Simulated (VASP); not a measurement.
# SrTe (Fm-3m) in VASP: further runs, part 2 of 2

VASP 6.6.1.

## Step 3: Single point, LDA

This run uses another cell than the first one, of 34.76 Å³/atom.

INCAR

```
PREC = Accurate
ENCUT = 500
EDIFF = 1E-6
ISMEAR = 0
SIGMA = 0.02
LREAL = False
LASPH = True
NELM = 120
ALGO = Normal
ISIF = 2
LWAVE = False
LCHARG = False
NBANDS = 15
GGA_COMPAT = False
```

KPOINTS

```
regular mesh
0
Gamma
  8 8 8
```

POSCAR

```
SrTe
1.0
    0.0000000000      3.2635326061      3.2635326061
    3.2635326061      0.0000000000      3.2635326061
    3.2635326061      3.2635326061      0.0000000000
Sr Te
1 1
Direct
    0.0000000000      0.0000000000      0.0000000000
    0.5000000000      0.5000000000      0.5000000000
```

Potentials or basis: VASP PAW LDA potentials, release 64 (Sr_sv, Te).

Launch:

```
$ cat potpaw_LDA.64/Sr_sv/POTCAR potpaw_LDA.64/Te/POTCAR > POTCAR
$ mpirun -np 1 vasp_std > vasp.out
```

OUTCAR:

```text
PREC = Accurate
   ENCUT = 500
   EDIFF = 1E-6
   ISMEAR = 0
   LREAL = False
   LASPH = True
   NELM = 120
   ISIF = 2

 ion  position               nearest neighbor table
   1  0.000  0.000  0.000-   2 3.26   2 3.26   2 3.26   2 3.26   2 3.26   2 3.26
   2  0.500  0.500  0.500-   1 3.26   1 3.26   1 3.26   1 3.26   1 3.26   1 3.26

  LATTYP: Found a face centered cubic cell.
 ALAT       =     6.5270652122

  Lattice vectors:

 A1 = (   0.0000000000,   3.2635326061,   3.2635326061)
 A2 = (   3.2635326061,   0.0000000000,   3.2635326061)
 A3 = (   3.2635326061,   3.2635326061,   0.0000000000)

Analysis of symmetry for initial positions (statically):
=====================================================================
 Subroutine PRICEL returns:
 Original cell was already a primitive cell.

 Routine SETGRP: Setting up the symmetry group for a
 face centered cubic supercell.

 Subroutine GETGRP returns: Found 48 space group operations
 (whereof 48 operations were pure point group operations)
 out of a pool of 48 trial point group operations.

The static configuration has the point symmetry O_h .

Analysis of symmetry for dynamics (positions and initial velocities):
=====================================================================
 Subroutine PRICEL returns:
 Original cell was already a primitive cell.

 Routine SETGRP: Setting up the symmetry group for a
 face centered cubic supercell.

 Subroutine GETGRP returns: Found 48 space group operations
 (whereof 48 operations were pure point group operations)
 out of a pool of 48 trial point group operations.

The dynamic configuration has the point symmetry O_h .

 Subroutine INISYM returns: Found 48 space group operations
 (whereof 48 operations are pure point group operations),
 and found     1 'primitive' translations

----------------------------------------------------------------------------------------

                                     Primitive cell

  volume of cell :      69.5175

  direct lattice vectors                    reciprocal lattice vectors
     0.000000000  3.263532606  3.263532606    -0.153208213  0.153208213  0.153208213
     3.263532606  0.000000000  3.263532606     0.153208213 -0.153208213  0.153208213
     3.263532606  3.263532606  0.000000000     0.153208213  0.153208213 -0.153208213

  length of vectors
     4.615332073  4.615332073  4.615332073     0.265364410  0.265364410  0.265364410

  position of ions in fractional coordinates (direct lattice)
     0.000000000  0.000000000  0.000000000
     0.500000000  0.500000000  0.500000000

  ion indices of the primitive-cell ions
   primitive index   ion index
                 1           1
                 2           2

----------------------------------------------------------------------------------------

 KPOINTS: regular mesh

Automatic generation of k-mesh.
 Grid dimensions read from file:
 generate k-points for:    8    8    8

 Generating k-lattice:

  Cartesian coordinates                     Fractional coordinates (reciprocal lattice)
    -0.019151027  0.019151027  0.019151027     0.125000000  0.000000000  0.000000000
     0.019151027 -0.019151027  0.019151027     0.000000000  0.125000000  0.000000000
     0.019151027  0.019151027 -0.019151027     0.000000000  0.000000000  0.125000000

  Length of vectors
     0.033170551  0.033170551  0.033170551

  Shift w.r.t. Gamma in fractional coordinates (k-lattice)
[... 38 lines left out ...]
   dimension x,y,z NGXF=    72 NGYF=   72 NGZF=   72
   ions per type =               1   1
   NGX,Y,Z   is equivalent  to a cutoff of  12.97, 12.97, 12.97 a.u.
   NGXF,Y,Z  is equivalent  to a cutoff of  25.93, 25.93, 25.93 a.u.
 SYSTEM =  unknown system
   PREC   = accura    normal or accurate (medium, high low for compatibility)
   ISTART =      0    job   : 0-new  1-cont  2-samecut
   ICHARG =      2    charge: 1-file 2-atom 10-const
   ISPIN  =      1    spin polarized calculation?
   LNONCOLLINEAR =      F non collinear calculations
   LSORBIT =      F    spin-orbit coupling
   LASPH  =      T    aspherical Exc in radial PAW
   ENCUT  =  500.0 eV  36.75 Ry    6.06 a.u.   8.41  8.41  8.41*2*pi/ulx,y,z
   NELM   =    120;   NELMIN=  2; NELMDL= -5     # of ELM steps
   EDIFF  = 0.1E-05   stopping-criterion for ELM
   LREAL  =      F    real-space projection
   EDIFFG = 0.1E-04   stopping-criterion for IOM
   NSW    =      0    number of steps for IOM
   IBRION =     -1    ionic relax: 0-MD 1-quasi-New 2-CG
   NFREE  =      0    steps in history (QN), initial steepest desc. (CG)
   ISIF   =      2    stress and relaxation
   ISYM   =      2    0-nonsym 1-usesym 2-fastsym
   POTIM  = 0.5000    time-step for ionic-motion
   TEBEG  =    0.0;   TEEND  =   0.0 temperature during run
   PSTRESS=    0.0 pullay stress
   NELECT =      16.0000    total number of electrons
   NUPDOWN=      -1.0000    fix difference up-down
   EMIN   =  10.00;   EMAX   =-10.00  energy-range for DOS
   EFERMI =   0.00;   METHOD = LEGACY
   ISMEAR =     0;   SIGMA  =   0.02  broadening in eV -4-tet -1-fermi 0-gaus
   EFERMI_NEDOS =   21; number of points for ismear=-14 and -15
   IALGO  =     38    algorithm
   IMIX   =      4    mixing-type and parameters
     AMIX     =   0.40;   BMIX     =  1.00
     AMIX_MAG =   1.60;   BMIX_MAG =  1.00
  volume/ion in A,a.u.               =      34.76       234.56
  Fermi-wavevector in a.u.,A,eV,Ry     =   1.003268  1.895901 13.694893  1.006546
  Thomas-Fermi vector in A             =   2.135809
   LORBIT       =      0    0 simple, 1 ext, 2 COOP (PROOUT), +10 PAW based schemes
   GGA     = CA    functional components
   LHFCALC =     F    Hartree Fock is set to
   AEXX    =    0.0000 exact exchange contribution
   IVDW    =     0    specifies the selected vdW correction
   LEPSILON=     F    determine dielectric tensor
   LRPA    =     F    only Hartree local field effects (RPA)
 non-spin polarized calculation
 Gauss-broadening in eV      SIGMA  =   0.02
  energy-cutoff  :      500.00
  volume of cell :       69.52
 maximum number of plane-waves:      1807
 NGX is ok and might be reduce to    36
   NGX = 17   NGY = 17   NGZ = 17

 number of electron      16.0000000 magnetization

 Free energy of the ion-electron system (eV)
  ---------------------------------------------------
  ext. energy  EPLUGINS =         0.00000000
  ---------------------------------------------------
  free energy    TOTEN  =        -9.25933750 eV

  energy without entropy =       -9.25933750  energy(sigma->0) =       -9.25933750

 E-fermi :   3.3649     XC(G=0):  -9.0543

 val. band max:        3.1526785534   @ k =   0.0000   0.0000   0.0000
 cond. band min:       4.5566470395   @ k =   0.5000   0.5000   0.0000
 fundamental gap:      1.4039684861
 Fermi energy:         3.3649021342

 k-point     1 :       0.0000    0.0000    0.0000
  band No.  band energies     occupation
      1     -31.2047      2.00000
      2     -13.3165      2.00000
      3     -13.3165      2.00000
      4     -13.3165      2.00000
      5      -7.0881      2.00000
      6       3.1527      2.00000
      7       3.1527      2.00000
      8       3.1527      2.00000
      9       6.0676      0.00000
     10       6.2282      0.00000
     11       6.2282      0.00000
     12       6.2282      0.00000
     13       6.9823      0.00000
     14       6.9823      0.00000
[... 401 lines left out ...]
      2     -13.4604      2.00000
      3     -13.3615      2.00000
      4     -13.3377      2.00000
      5      -6.3796      2.00000
      6       0.5017      2.00000
      7       1.6441      2.00000
      8       1.9081      2.00000
      9       7.0400      0.00000
     10       7.2613      0.00000
     11       8.6716      0.00000
     12       8.9278      0.00000
     13       9.1954      0.00000
     14       9.9879      0.00000
     15      11.6721      0.00000

 [... further k-points ...]

------------------------ aborting loop because EDIFF is reached ----------------------------------------

  FORCE on cell =-STRESS in cart. coord.  units (eV):
  Direction    XX          YY          ZZ          XY          YZ          ZX
  --------------------------------------------------------------------------------------
  -------------------------------------------------------------------------------------
  Total        0.0662105      0.0662105      0.0662105     -0.0000000      0.0000000      0.0000000
  in kB        1.5259607      1.5259607      1.5259607     -0.0000000      0.0000000      0.0000000
  external PRESSURE =       1.5259607 kB  Pullay stress =       0.0000000 kB

 VOLUME and BASIS-vectors are now :
 -----------------------------------------------------------------------------
  energy-cutoff  :      500.00
  volume of cell :       69.52
      direct lattice vectors                 reciprocal lattice vectors
     0.000000000  3.263532606  3.263532606    -0.153208213  0.153208213  0.153208213
     3.263532606  0.000000000  3.263532606     0.153208213 -0.153208213  0.153208213
     3.263532606  3.263532606  0.000000000     0.153208213  0.153208213 -0.153208213

 POSITION                                       TOTAL-FORCE (eV/Angst)
 -----------------------------------------------------------------------------------
      0.00000      0.00000      0.00000         0.000000     -0.000000     -0.000000
      3.26353      3.26353      3.26353        -0.000000      0.000000      0.000000
 -----------------------------------------------------------------------------------
    total drift:                                0.000000      0.000000      0.000000

  FREE ENERGIE OF THE ION-ELECTRON SYSTEM (eV)
  ---------------------------------------------------
  free  energy   TOTEN  =        -9.2593374999 eV

  energy  without entropy=       -9.2593374999  energy(sigma->0) =       -9.25933750
```

OSZICAR:

```text
N       E                     dE             d eps       ncg     rms          rms(c)
DAV:   1     0.660673741472E+02    0.66067E+02   -0.68510E+03   870   0.914E+02
DAV:   2    -0.558427943025E+01   -0.71652E+02   -0.66856E+02  1157   0.181E+02
DAV:   3    -0.920775137589E+01   -0.36235E+01   -0.36016E+01  1246   0.351E+01
DAV:   4    -0.939811163817E+01   -0.19036E+00   -0.19030E+00  1206   0.720E+00
DAV:   5    -0.940002251001E+01   -0.19109E-02   -0.19106E-02  1234   0.796E-01    0.175E+01
DAV:   6    -0.928116783871E+01    0.11885E+00   -0.12230E-01  1003   0.206E+00    0.104E+01
DAV:   7    -0.926226154098E+01    0.18906E-01   -0.13488E-01  1140   0.237E+00    0.943E-01
DAV:   8    -0.925919628614E+01    0.30653E-02   -0.20656E-02   947   0.685E-01    0.390E-01
DAV:   9    -0.925931663144E+01   -0.12035E-03   -0.87095E-04  1101   0.199E-01    0.155E-01
DAV:  10    -0.925933565589E+01   -0.19024E-04   -0.44114E-05  1157   0.369E-02    0.276E-02
DAV:  11    -0.925933736621E+01   -0.17103E-05   -0.29512E-06  1131   0.108E-02    0.122E-02
DAV:  12    -0.925933749990E+01   -0.13368E-06   -0.48638E-07   618   0.368E-03
   1 F= -.92593375E+01 E0= -.92593375E+01  d E =-.831728E-53
```

stdout:

```text
POSCAR found type information on POSCAR SrTe
 POSCAR found :  2 types and       2 ions
 scaLAPACK will be used
 LDA part: xc-table for (Slater(with rela. corr.)+CA(PZ))
 , standard interpolation
 POSCAR, INCAR and KPOINTS ok, starting setup
 FFT: planning ... GRIDC
 FFT: planning ... GRID_SOFT
 FFT: planning ... GRID
 WAVECAR not read
 entering main loop
```

Wall time 31 s (1 thread of Intel Xeon Platinum 8259CL at 2.50GHz (Skylake/Cascade Lake), shared host); peak memory 0.18 GiB.

What came out:

| Item | Value |
| --- | --- |
| Free energy | -9.2593 eV |
| Pressure | 0.2 GPa |
| Band gap on the k mesh | 1.40 eV (least direct gap 2.19 eV) |

Levels at points of the mesh, in eV from the valence-band top:
| k point | band 6 | band 7 | band 8 | band 9 | band 10 | band 11 |
| --- | --- | --- | --- | --- | --- | --- |
| (0.00, 0.00, 0.00) | 0.00 | 0.00 | 0.00 | 2.91 | 3.08 | 3.08 |
| (0.50, 0.00, 0.00) | -3.11 | -1.27 | -1.27 | 3.83 | 5.12 | 5.29 |
| (0.50, 0.50, 0.00) | -2.11 | -0.79 | -0.79 | 1.40 | 3.91 | 4.81 |

Caveat: spin-orbit coupling is left out, which moves the levels of the heavy elements. A k mesh can miss the band edges.

## Step 4: Relaxation of cell and atoms, LDA

INCAR

```
SYSTEM = SrTe
PREC = Accurate
ENCUT = 500
EDIFF = 1E-7
ISMEAR = 0
SIGMA = 0.02
LREAL = .FALSE.
LASPH = .TRUE.
NELM = 120
ALGO = Normal
ISIF = 3
LWAVE = .FALSE.
LCHARG = .FALSE.
GGA = CA
IBRION = 2
NSW = 100
EDIFFG = -0.002
GGA_COMPAT = .FALSE.
NELMIN = 4
```

KPOINTS

```
Automatic mesh
0
G
  8 8 8
  0 0 0
```

POSCAR

```
SrTe
1.0
    0.0000000000      3.3100000000      3.3100000000
    3.3100000000      0.0000000000      3.3100000000
    3.3100000000      3.3100000000      0.0000000000
Sr Te
1 1
Direct
    0.0000000000      0.0000000000      0.0000000000
    0.5000000000      0.5000000000      0.5000000000
```

Launch:

```
$ cat potpaw_LDA.64/Sr_sv/POTCAR potpaw_LDA.64/Te/POTCAR > POTCAR
$ mpirun -np 1 vasp_std > vasp.out
```

It took 65 s on 1 thread of Intel Xeon Platinum 8259CL at 2.50GHz (Skylake/Cascade Lake), shared host; peak memory 0.2 GiB.

It converged, with:

```
Free energy                           : -9.2597 eV
Relaxed volume                        : 34.89 Å³/atom
Relaxed cell                          : a = 4.621 Å, b = 4.621 Å, c = 4.621 Å, α = 60.00°, β = 60.00°, γ = 60.00°
Space group after relaxing (to 0.1 Å) : Fm-3m (No. 225)
Energy gained by relaxing             : 6.2 meV/atom
Ionic steps                           : 3
Pressure after relaxing               : 0.0 GPa
Band gap on the k mesh                : 1.42 eV (least direct gap 2.20 eV)
```

Step by step:
```
step  energy change (eV)  largest force (eV/Å)  pressure (GPa)  volume (Å³)
   1              0.0000                0.0000           -1.39        72.53
   2             -0.0119                0.0000            0.30        69.27
   3             -0.0123                0.0000            0.00        69.79
```

Final structure:
```cif
data_structure
_symmetry_space_group_name_H-M 'P 1'
_symmetry_Int_Tables_number 1
_cell_length_a 4.6213
_cell_length_b 4.6213
_cell_length_c 4.6213
_cell_angle_alpha 60.000
_cell_angle_beta 60.000
_cell_angle_gamma 60.000
_cell_volume 69.79
loop_
_atom_site_label
_atom_site_type_symbol
_atom_site_fract_x
_atom_site_fract_y
_atom_site_fract_z
_atom_site_occupancy
Sr1 Sr 0.00000 0.00000 0.00000 1
Te1 Te 0.50000 0.50000 0.50000 1
```

Levels at points of the mesh, in eV from the valence-band top:
| k point | band 5 | band 6 | band 7 | band 8 | band 9 | band 10 | band 11 | band 12 |
| --- | --- | --- | --- | --- | --- | --- | --- | --- |
| (0.00, 0.00, 0.00) | -10.23 | 0.00 | 0.00 | 0.00 | 2.90 | 3.08 | 3.08 | 3.08 |
| (0.50, 0.00, 0.00) | -9.46 | -3.10 | -1.26 | -1.26 | 3.83 | 5.11 | 5.28 | 5.28 |
| (0.50, 0.50, 0.00) | -9.72 | -2.11 | -0.79 | -0.79 | 1.42 | 3.90 | 4.80 | 6.16 |

Caveat: spin-orbit coupling is left out, which moves the levels of the heavy elements.

## Step 5: Summary

```tsv
task	cell	k mesh	smearing	gap on the mesh (eV)	pressure (GPa)
single point	a = 4.681 Å, angles 60.0°, 2 atoms	6 × 6 × 6	gaussian 0.1 eV	1.52	-1.4
single point	a = 4.615 Å, angles 60.0°, 2 atoms	8 × 8 × 8	gaussian 0.02 eV	1.40	0.2
relaxation of cell and atoms	relaxed from a = 4.681 Å, angles 60.0°, 2 atoms	8 × 8 × 8	gaussian 0.02 eV	1.42	0.0
```

Alike in all rows: level LDA; potentials or basis VASP PAW LDA potentials, release 64 (Sr_sv, Te); no spin polarisation; cutoff (eV) 500.

Caveats: spin-orbit coupling is left out, which moves the levels of the heavy elements.

Absolute energies hang on the potentials; compare differences alone.
